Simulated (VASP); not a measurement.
# CaPb (P4/mmm) in VASP: single point with LDA

Aim: the single point of CaPb with LDA.

Everything below comes from runs of VASP 6.6.1. Logs are shortened: lines on timing, memory, paths and dates and some standing lists are left out, and cuts for length are marked.

## (1) The cell of the first run

The structure is tetragonal, space group P4/mmm (No. 123). Conventional cell: a = 3.567 Å, b = 3.567 Å, c = 4.628 Å, α = 90.00°, β = 90.00°, γ = 90.00°. Ca (site symmetry 4/mmm) has 8 Pb at 3.42 Å and 6 Ca at 3.57 to 4.63 Å within 4.7 Å. Pb (site symmetry 4/mmm) has 8 Ca at 3.42 Å and 6 Pb at 3.57 to 4.63 Å within 4.7 Å.

## (2) Single point, LDA

File INCAR:

```
PREC = Accurate
ENCUT = 520
EDIFF = 1E-6
ISMEAR = 0
SIGMA = 0.15
LREAL = False
LASPH = True
NELM = 100
ALGO = Fast
ISIF = 2
LWAVE = False
LCHARG = False
GGA = CA
NBANDS = 19
```

File KPOINTS:

```
regular mesh
0
Gamma
  14 14 10
```

File POSCAR:

```
CaPb
1.0
    3.5666355947      0.0000000000      0.0000000000
    0.0000000000      3.5666355947      0.0000000000
    0.0000000000      0.0000000000      4.6275118900
Ca Pb
1 1
Direct
    0.0000000000      0.0000000000      0.0000000000
    0.5000000000      0.5000000000      0.5000000000
```

Potentials or basis: VASP PAW LDA potentials, release 64 (Ca_sv, Pb_d).

Started as:

```
cat potpaw_LDA.64/Ca_sv/POTCAR potpaw_LDA.64/Pb_d/POTCAR > POTCAR
mpirun -np 1 vasp_std > vasp.out
```

OUTCAR:

```text
PREC = Accurate
   ENCUT = 520
   EDIFF = 1E-6
   ISMEAR = 0
   LREAL = False
   LASPH = True
   NELM = 100
   ISIF = 2
   GGA = CA

 ion  position               nearest neighbor table
   1  0.000  0.000  0.000-   2 3.42   2 3.42   2 3.42   2 3.42   2 3.42   2 3.42   2 3.42   2 3.42

   2  0.500  0.500  0.500-   1 3.42   1 3.42   1 3.42   1 3.42   1 3.42   1 3.42   1 3.42   1 3.42

  LATTYP: Found a simple tetragonal cell.
 ALAT       =     3.5666355947
 C/A-ratio  =     1.2974445432

  Lattice vectors:

 A1 = (   3.5666355947,   0.0000000000,   0.0000000000)
 A2 = (   0.0000000000,   3.5666355947,   0.0000000000)
 A3 = (   0.0000000000,   0.0000000000,   4.6275118900)

Analysis of symmetry for initial positions (statically):
=====================================================================
 Subroutine PRICEL returns:
 Original cell was already a primitive cell.

 Routine SETGRP: Setting up the symmetry group for a
 simple tetragonal supercell.

 Subroutine GETGRP returns: Found 16 space group operations
 (whereof 16 operations were pure point group operations)
 out of a pool of 16 trial point group operations.

The static configuration has the point symmetry D_4h.

Analysis of symmetry for dynamics (positions and initial velocities):
=====================================================================
 Subroutine PRICEL returns:
 Original cell was already a primitive cell.

 Routine SETGRP: Setting up the symmetry group for a
 simple tetragonal supercell.

 Subroutine GETGRP returns: Found 16 space group operations
 (whereof 16 operations were pure point group operations)
 out of a pool of 16 trial point group operations.

The dynamic configuration has the point symmetry D_4h.

 Subroutine INISYM returns: Found 16 space group operations
 (whereof 16 operations are pure point group operations),
 and found     1 'primitive' translations

----------------------------------------------------------------------------------------

                                     Primitive cell

  volume of cell :      58.8661

  direct lattice vectors                    reciprocal lattice vectors
     3.566635595  0.000000000  0.000000000     0.280376274  0.000000000  0.000000000
     0.000000000  3.566635595  0.000000000     0.000000000  0.280376274  0.000000000
     0.000000000  0.000000000  4.627511890     0.000000000  0.000000000  0.216098850

  length of vectors
     3.566635595  3.566635595  4.627511890     0.280376274  0.280376274  0.216098850

  position of ions in fractional coordinates (direct lattice)
     0.000000000  0.000000000  0.000000000
     0.500000000  0.500000000  0.500000000

  ion indices of the primitive-cell ions
   primitive index   ion index
                 1           1
                 2           2

----------------------------------------------------------------------------------------

 KPOINTS: regular mesh

Automatic generation of k-mesh.
 Grid dimensions read from file:
 generate k-points for:   14   14   10

 Generating k-lattice:

  Cartesian coordinates                     Fractional coordinates (reciprocal lattice)
     0.020026877  0.000000000  0.000000000     0.071428571  0.000000000  0.000000000
     0.000000000  0.020026877  0.000000000     0.000000000  0.071428571  0.000000000
     0.000000000  0.000000000  0.021609885     0.000000000  0.000000000  0.100000000

  Length of vectors
     0.020026877  0.020026877  0.021609885

  Shift w.r.t. Gamma in fractional coordinates (k-lattice)
     0.000000000  0.000000000  0.000000000

 Subroutine IBZKPT returns following result:
 ===========================================

 Found    216 irreducible k-points:

 Following reciprocal coordinates:
            Coordinates               Weight
  0.000000  0.000000  0.000000      1.000000
  0.071429  0.000000  0.000000      4.000000
  0.142857  0.000000  0.000000      4.000000
  0.214286  0.000000  0.000000      4.000000
  0.285714  0.000000  0.000000      4.000000
  0.357143  0.000000  0.000000      4.000000
[... 16 lines left out ...]
  0.285714  0.214286  0.000000      8.000000
  0.357143  0.214286  0.000000      8.000000
 [... further k-points ...]
   k-points           NKPTS =    216   k-points in BZ     NKDIM =    216   number of bands    NBANDS=     19
   number of dos      NEDOS =    301   number of ions     NIONS =      2
   total plane-waves  NPLWV =  28224
   dimension x,y,z NGX =    28 NGY =   28 NGZ =   36
   dimension x,y,z NGXF=    56 NGYF=   56 NGZF=   72
   ions per type =               1   1
   NGX,Y,Z   is equivalent  to a cutoff of  13.05, 13.05, 12.93 a.u.
   NGXF,Y,Z  is equivalent  to a cutoff of  26.10, 26.10, 25.87 a.u.
 SYSTEM =  unknown system
   PREC   = accura    normal or accurate (medium, high low for compatibility)
   ISTART =      0    job   : 0-new  1-cont  2-samecut
   ICHARG =      2    charge: 1-file 2-atom 10-const
   ISPIN  =      1    spin polarized calculation?
   LNONCOLLINEAR =      F non collinear calculations
   LSORBIT =      F    spin-orbit coupling
   LASPH  =      T    aspherical Exc in radial PAW
   ENCUT  =  520.0 eV  38.22 Ry    6.18 a.u.   6.63  6.63  8.60*2*pi/ulx,y,z
   NELM   =    100;   NELMIN=  2; NELMDL= -5     # of ELM steps
   EDIFF  = 0.1E-05   stopping-criterion for ELM
   LREAL  =      F    real-space projection
[... 7 lines left out ...]
   TEBEG  =    0.0;   TEEND  =   0.0 temperature during run
   PSTRESS=    0.0 pullay stress
   NELECT =      24.0000    total number of electrons
   NUPDOWN=      -1.0000    fix difference up-down
   EMIN   =  10.00;   EMAX   =-10.00  energy-range for DOS
   EFERMI =   0.00;   METHOD = LEGACY
   ISMEAR =     0;   SIGMA  =   0.15  broadening in eV -4-tet -1-fermi 0-gaus
   EFERMI_NEDOS =   21; number of points for ismear=-14 and -15
   IALGO  =     68    algorithm
   IMIX   =      4    mixing-type and parameters
     AMIX     =   0.40;   BMIX     =  1.00
     AMIX_MAG =   1.60;   BMIX_MAG =  1.00
  volume/ion in A,a.u.               =      29.43       198.62
  Fermi-wavevector in a.u.,A,eV,Ry     =   1.213920  2.293977 20.049585  1.473603
  Thomas-Fermi vector in A             =   2.349357
   LORBIT       =      0    0 simple, 1 ext, 2 COOP (PROOUT), +10 PAW based schemes
   GGA     = CA    functional components
   LHFCALC =     F    Hartree Fock is set to
   AEXX    =    0.0000 exact exchange contribution
   IVDW    =     0    specifies the selected vdW correction
   LEPSILON=     F    determine dielectric tensor
   LRPA    =     F    only Hartree local field effects (RPA)
 non-spin polarized calculation
 RMM-DIIS sequential band-by-band and
 Gauss-broadening in eV      SIGMA  =   0.15
  energy-cutoff  :      520.00
  volume of cell :       58.87
 maximum number of plane-waves:      1610
 NGX is ok and might be reduce to    28
   NGX = 13   NGY = 13   NGZ = 17

 number of electron      24.0000004 magnetization

 Free energy of the ion-electron system (eV)
  ---------------------------------------------------
  ext. energy  EPLUGINS =         0.00000000
  ---------------------------------------------------
  free energy    TOTEN  =        -7.69557915 eV

  energy without entropy =       -7.68380124  energy(sigma->0) =       -7.68969020

 E-fermi :   5.1674     XC(G=0):  -9.8785

 val. band max:        5.1666714395   @ k =   0.5000   0.2143   0.0000
 cond. band min:       5.1737476969   @ k =   0.2143   0.0714   0.5000
 fundamental gap:      0.0070762574
 Fermi energy:         5.1673659405

 k-point     1 :       0.0000    0.0000    0.0000
  band No.  band energies     occupation
      1     -35.8080      2.00000
      2     -17.0980      2.00000
      3     -17.0499      2.00000
      4     -17.0499      2.00000
      5     -11.4420      2.00000
      6     -11.2806      2.00000
[... 11 lines left out ...]
     18       8.9787      0.00000
     19       9.6040      0.00000

 k-point     2 :       0.0714    0.0000    0.0000
  band No.  band energies     occupation
      1     -35.8071      2.00000
      2     -17.0971      2.00000
      3     -17.0605      2.00000
      4     -17.0491      2.00000
      5     -11.4341      2.00000
      6     -11.2767      2.00000
[... 11 lines left out ...]
     18       9.6901      0.00000
     19       9.7018      0.00000

 k-point     3 :       0.1429    0.0000    0.0000
  band No.  band energies     occupation
      1     -35.8048      2.00000
      2     -17.0944      2.00000
      3     -17.0900      2.00000
      4     -17.0467      2.00000
      5     -11.4138      2.00000
      6     -11.2641      2.00000
[... 11 lines left out ...]
     18       9.9624      0.00000
     19      10.2552      0.00000

 k-point     4 :       0.2143    0.0000    0.0000
  band No.  band energies     occupation
      1     -35.8014      2.00000
      2     -17.1323      2.00000
      3     -17.0905      2.00000
      4     -17.0433      2.00000
      5     -11.3892      2.00000
      6     -11.2413      2.00000
[... 11 lines left out ...]
     18      10.3438      0.00000
     19      10.5500      0.00000

 k-point     5 :       0.2857    0.0000    0.0000
  band No.  band energies     occupation
      1     -35.7976      2.00000
      2     -17.1788      2.00000
      3     -17.0861      2.00000
      4     -17.0395      2.00000
      5     -11.3686      2.00000
      6     -11.2534      2.00000
[... 11 lines left out ...]
     18      10.6585      0.00000
     19      10.8168      0.00000
[... 334 lines left out ...]
      2     -17.2525      2.00000
      3     -17.0733      2.00000
      4     -17.0697      2.00000
      5     -11.3018      2.00000
      6     -11.2981      2.00000
[... 11 lines left out ...]
     18      11.0257      0.00000
     19      11.0890      0.00000

 k-point    22 :       0.2143    0.2143    0.0000
  band No.  band energies     occupation
      1     -35.7949      2.00000
      2     -17.1274      2.00000
      3     -17.1189      2.00000
      4     -17.0817      2.00000
      5     -11.3132      2.00000
      6     -11.2701      2.00000
[... 11 lines left out ...]
     18      10.0490      0.00000
     19      11.6328      0.00000

 k-point    23 :       0.2857    0.2143    0.0000
  band No.  band energies     occupation
      1     -35.7911      2.00000
      2     -17.1685      2.00000
      3     -17.1175      2.00000
      4     -17.0766      2.00000
      5     -11.2878      2.00000
      6     -11.2815      2.00000
[... 11 lines left out ...]
     18      10.2669      0.00000
     19      11.5592      0.00000

 k-point    24 :       0.3571    0.2143    0.0000
  band No.  band energies     occupation
      1     -35.7878      2.00000
      2     -17.2085      2.00000
      3     -17.1130      2.00000
      4     -17.0721      2.00000
      5     -11.3035      2.00000
      6     -11.2688      2.00000
[... 11 lines left out ...]
     18      10.4243      0.00000
     19      11.3047      0.00000

 [... further k-points ...]
[... 5 lines left out ...]
  --------------------------------------------------------------------------------------
  -------------------------------------------------------------------------------------
  Total       -0.9062925     -0.9062925     -1.2372586      0.0000000      0.0000000      0.0000000
  in kB      -24.6668639    -24.6668639    -33.6748779      0.0000000      0.0000000      0.0000000
  external PRESSURE =     -27.6695353 kB  Pullay stress =       0.0000000 kB

 VOLUME and BASIS-vectors are now :
 -----------------------------------------------------------------------------
  energy-cutoff  :      520.00
  volume of cell :       58.87
      direct lattice vectors                 reciprocal lattice vectors
     3.566635595  0.000000000  0.000000000     0.280376274  0.000000000  0.000000000
     0.000000000  3.566635595  0.000000000     0.000000000  0.280376274  0.000000000
     0.000000000  0.000000000  4.627511890     0.000000000  0.000000000  0.216098850

 POSITION                                       TOTAL-FORCE (eV/Angst)
 -----------------------------------------------------------------------------------
      0.00000      0.00000      0.00000         0.000000      0.000000      0.000000
      1.78332      1.78332      2.31376         0.000000      0.000000      0.000000
 -----------------------------------------------------------------------------------
    total drift:                                0.000000      0.000000      0.000000

  FREE ENERGIE OF THE ION-ELECTRON SYSTEM (eV)
  ---------------------------------------------------
  free  energy   TOTEN  =        -7.6955791517 eV

  energy  without entropy=       -7.6838012390  energy(sigma->0) =       -7.68969020
```

Wall time 3.9 min (1 thread of Intel Xeon Platinum 8259CL at 2.50GHz (Skylake/Cascade Lake), shared host); peak memory 0.35 GiB.

Results:

```
Free energy            : -7.6956 eV
Pressure               : -2.8 GPa
Band gap on the k mesh : zero (bands 12 and 13 overlap by 2.91 eV)
```

Caveat: spin-orbit coupling is left out, which moves the levels of the heavy elements.
